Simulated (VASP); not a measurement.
AlRu, 2 atoms in the cell. Symmetry: Pm-3m, No. 221, cubic system. The conventional cell has a = 2.983 Å, b = 2.983 Å, c = 2.983 Å, α = 90.00°, β = 90.00°, γ = 90.00°. Within 3.4 Å of Al (site symmetry m-3m) lie 8 Ru at 2.58 Å and 6 Al at 2.98 Å. Ru (site symmetry m-3m) has 8 Al at 2.58 Å and 6 Ru at 2.98 Å within 3.4 Å. 

* Program: VASP 6.6.1
* Task: single point
* Functional: r2SCAN
* Potentials or basis: VASP PAW PBE potentials, release 64 (Al, Ru_pv)
* Cutoff: 520 eV
* k mesh: 20 × 20 × 20
* Occupations: gaussian, width 0.15 eV
* Spin: no spin polarisation
* Dipole correction: no
* Further INCAR settings: ALGO = Normal; EDIFF = 1e-07; NBANDS = 16

Potentials or basis: VASP PAW PBE potentials, release 64 (Al, Ru_pv).

The run is started by

```sh
$ cat potpaw_PBE.64/Al/POTCAR potpaw_PBE.64/Ru_pv/POTCAR > POTCAR
$ cp INCAR.step1 INCAR
$ mpirun -np 1 vasp_std > vasp.out
$ cp INCAR.step2 INCAR
$ mpirun -np 1 vasp_std > vasp.out
```

Hardware: 1 thread of Intel(R) Xeon(R) Platinum 8259CL CPU @ 2.50GHz (Skylake/Cascade Lake), with other jobs on the host.

Q: Estimate the wall time of this run.

A: Run time: 3.3 min on 1 thread of Intel(R) Xeon(R) Platinum 8259CL CPU @ 2.50GHz (Skylake/Cascade Lake) (shared host), peak memory 0.24 GiB. Counts: k points 286.
